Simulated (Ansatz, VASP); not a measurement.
P: VASP beside Ansatz

File INCAR:

```
SYSTEM = P
  PREC = Accurate
  ENCUT = 520
  EDIFF = 1E-6
  ISMEAR = -1
  SIGMA = 0.05
  LREAL = .FALSE.
  LASPH = .TRUE.
  NELM = 100
  ALGO = Normal
  ISIF = 2
  LWAVE = .FALSE.
  LCHARG = .TRUE.
  LELF = .TRUE.
  LVHAR = .TRUE.
  NBANDS = 18
```

File KPOINTS:

```
regular mesh
0
G
  8 1 6
  0 0 0
```

File POSCAR:

```
P
1.0
    3.2166940593      0.0000000000      0.0000000000
    0.0000000000     34.1454633489      0.0000000000
    0.0000000000      0.0000000000      4.5375258363
P
4
Direct
    0.5000000000      0.9702614300      0.9078492800
    0.5000000000      0.0297385700      0.0921507200
    0.0000000000      0.0297385700      0.4078492800
    0.0000000000      0.9702614300      0.5921507200
```

File input.yaml:

```yaml
crystal:
  lattice:
    - [3.2166940593, 0.0, 0.0]
    - [0.0, 34.1454633489, 0.0]
    - [0.0, 0.0, 4.5375258363]
  atoms:
    - { symbol: P, position: [0.5, 0.97026143, 0.90784928] }
    - { symbol: P, position: [0.5, 0.02973857, 0.09215072] }
    - { symbol: P, position: [0.0, 0.02973857, 0.40784928] }
    - { symbol: P, position: [0.0, 0.97026143, 0.59215072] }
kpoints:
  mp_grid: { grid: [8, 1, 6] }
scf:
  occupations: { method: fermi_dirac, width: 0.05 }
hamiltonian:
  xc: lda
  pseudopotentials: { kind: all_electron, lapw: { basis_error: 0.002 } }
output:
  forces: true
  stress: true
  eigenvalues: true
```

Change from the starting cell: volume scaled by 0.94.

Alike in both runs: task single point; functional LDA; k mesh 8 × 1 × 6; occupations fermi-dirac, width 0.05 eV; no spin polarisation.

```csv
,VASP,Ansatz
version,VASP 6.6.1,Ansatz 0.2.0
potentials or method,"VASP PAW LDA potentials, release 64 (P), cutoff 520 eV","all-electron LAPW, scalar-relativistic"
```

|  | VASP | Ansatz | Ansatz less VASP |
| --- | --- | --- | --- |
| gap on the k mesh at the Fermi level (eV) | 0.80 | 0.79 | -0.010 |
| least direct gap on the mesh (eV) | 0.83 | 0.82 | -0.008 |
| rms of the force components (eV/Å) | 0.357 | 0.387 | +0.0293 |

LDA's correlation is that of Perdew and Zunger in VASP and of Perdew and Wang (1992) in Ansatz. Atom by atom the forces differ by 0.029 eV/Å (rms over components). Ansatz ran all-electron here, and VASP with PAW potentials.
